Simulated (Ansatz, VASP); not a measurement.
## Al3BSb2 in VASP and in Ansatz

File INCAR:

```
SYSTEM = Al3BSb2
  PREC = Accurate
  ENCUT = 500
  EDIFF = 1E-6
  ISMEAR = 0
  SIGMA = 0.1
  LREAL = .False.
  LASPH = .True.
  NELM = 120
  ALGO = Normal
  ISIF = 2
  LWAVE = .False.
  LCHARG = .True.
  GGA = PE
  LELF = .True.
  LVHAR = .True.
  NBANDS = 20
  GGA_COMPAT = .False.
```

Contents of KPOINTS:

```
regular mesh
0
Gamma
  6 6 2
  0 0 0
```

Contents of POSCAR:

```
Al3BSb2
1.0
    3.0973207198     -1.7992022425      0.0000000000
    3.0973207198      1.7992022425      0.0000000000
   -2.0053942888      0.0000000000     10.9444530571
Al B Sb
3 1 2
Direct
    0.6921359877      0.6921359877      0.5787644537
    0.3078640123      0.3078640123      0.4212355463
    0.5000000000      0.5000000000      0.0000000000
    0.0000000000      0.0000000000      0.5000000000
    0.7789850870      0.7789850870      0.8331398149
    0.2210149130      0.2210149130      0.1668601851
```

Input for Ansatz:

```yaml
crystal:
  lattice:
    - [3.0973207198, -1.7992022425, 0.0]
    - [3.0973207198, 1.7992022425, 0.0]
    - [-2.0053942888, 0.0, 10.9444530571]
  atoms:
    - { symbol: Al, position: [0.6921359877, 0.6921359877, 0.5787644537] }
    - { symbol: Al, position: [0.3078640123, 0.3078640123, 0.4212355463] }
    - { symbol: Al, position: [0.5, 0.5, 0.0] }
    - { symbol: B, position: [0.0, 0.0, 0.5] }
    - { symbol: Sb, position: [0.778985087, 0.778985087, 0.8331398149] }
    - { symbol: Sb, position: [0.221014913, 0.221014913, 0.1668601851] }
basis:
  ecutwfc: 420
kpoints:
  mp_grid: { grid: [6, 6, 2] }
hamiltonian:
  xc: pbe
scf:
  occupations: { method: gaussian, width: 0.1 }
  lower_state_search: "off"
output:
  forces: true
  stress: true
  eigenvalues: true
```

Change from the starting cell: the structure that the rattled cell fell into.

Alike in both runs: task single point; functional PBE; k mesh 6 × 6 × 2; occupations gaussian, width 0.1 eV; no spin polarisation.

```csv
,VASP,Ansatz
version,VASP 6.6.1,Ansatz 0.2.0
potentials or method,"VASP PAW PBE potentials, release 64 (Al, B, Sb), cutoff 500 eV","scalar-relativistic, plane waves, PAW"
valence electrons in the cell,22,42
```

Ansatz gave:

| Quantity | Value |
| --- | --- |
| gap on the k mesh at the Fermi level (eV) | none |
| pressure (GPa) | -0.2 |
| traceless stress, the component that is largest in VASP (GPa) | -0.67 |
| rms of the force components (eV/Å) | 0.040 |

Task: What did VASP give for the same quantities?

Result: gap on the k mesh at the Fermi level (eV): none; pressure (GPa): -0.1; traceless stress, the component that is largest in VASP (GPa): -0.62; rms of the force components (eV/Å): 0.037.

Atom by atom the forces differ by 0.006 eV/Å (rms over components). A gap of «none» marks a metal or a gap that the smearing closes. VASP's potentials hold 22 valence electrons a cell and Ansatz's 42, so a difference there can come from the potentials and not from the codes.

Spin-orbit coupling is off throughout.
